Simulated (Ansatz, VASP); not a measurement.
# AlRu: VASP beside Ansatz

```
CELL_PARAMETERS angstrom
2.99160 0.00000 0.00000
0.00000 2.99160 0.00000
0.00000 0.00000 2.93177
ATOMIC_POSITIONS crystal
Al 0.00000 0.00000 0.00000
Ru 0.50000 0.50000 0.50000
```

Change from the starting cell: zz strain of -2 %.

Alike in both runs: task single point; functional PBEsol; k mesh 12 × 12 × 12; occupations fermi-dirac, width 0.05 eV; no spin polarisation.

```csv
,VASP,Ansatz
version,VASP 6.6.1,Ansatz 0.2.0
potentials or method,"VASP PAW PBE potentials, release 64 (Al, Ru_pv), cutoff 520 eV","all-electron LAPW, scalar-relativistic"
```

Ansatz gave:

| Quantity | Value |
| --- | --- |
| pressure (GPa) | 0.9 |
| traceless stress, the component that is largest in VASP (GPa) | 2.56 |

**Question.** Which values does VASP return?

**Answer.** Pressure (GPa): 1.1; traceless stress, the component that is largest in VASP (GPa): 2.57.

VASP's potentials were made for PBE, not for PBEsol. Ansatz ran all-electron here, and VASP with PAW potentials.
